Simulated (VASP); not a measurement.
Set up this calculation in VASP 6.6.1, as the native input.

```yaml
Task: single point
Functional: PBEsol
Potentials_or_basis: VASP PAW PBE potentials, release 64 (Mo_sv, S)
Cutoff: 520 eV
k_mesh: 18 × 18 × 8
Occupations: gaussian, width 0.1 eV
Spin: no spin polarisation
Dipole_correction: no
Further_INCAR_settings: ALGO = Normal; EDIFF = 1e-07; NBANDS = 20
```

The structure of MoS2 lies in POSCAR:

```
MoS2
1.0
    3.1411847089      0.0000000000      0.0000000000
   -1.5705923545      2.7203457559      0.0000000000
    0.0000000000      0.0000000000      6.1247118881
Mo S
1 2
Direct
    0.0000000000      0.0000000000      0.5000000000
    0.3333333333      0.6666666667      0.2410625331
    0.6666666667      0.3333333333      0.7589374669
```

The input as run:

INCAR

```
PREC = Accurate
ENCUT = 520
EDIFF = 1E-7
ISMEAR = 0
SIGMA = 0.1
LREAL = F
LASPH = T
NELM = 100
ALGO = Normal
ISIF = 2
LWAVE = F
LCHARG = F
GGA = PS
NBANDS = 20
```

KPOINTS

```
Automatic mesh
0
Gamma
  18 18 8
```

Potentials or basis: VASP PAW PBE potentials, release 64 (Mo_sv, S).

The run is started by

```console
$ cat potpaw_PBE.64/Mo_sv/POTCAR potpaw_PBE.64/S/POTCAR > POTCAR
$ mpirun -np 1 vasp_std > vasp.out
```

It gave:

```yaml
Pressure: 0.0 GPa
Largest_force: 0.005 eV/Å
Band_gap_on_the_k_mesh: zero (bands 13 and 14 overlap by 1.03 eV)
```

Caveat: the PAW data sets were made with another functional, which shifts forces and pressure a little; this functional lacks dispersion, which binds the layers, so the pressure and a relaxed spacing across them are unreliable.

It took 97 s on 1 thread of Intel(R) Xeon(R) 6975P-C (Granite Rapids) (shared host), peak memory 0.36 GiB.
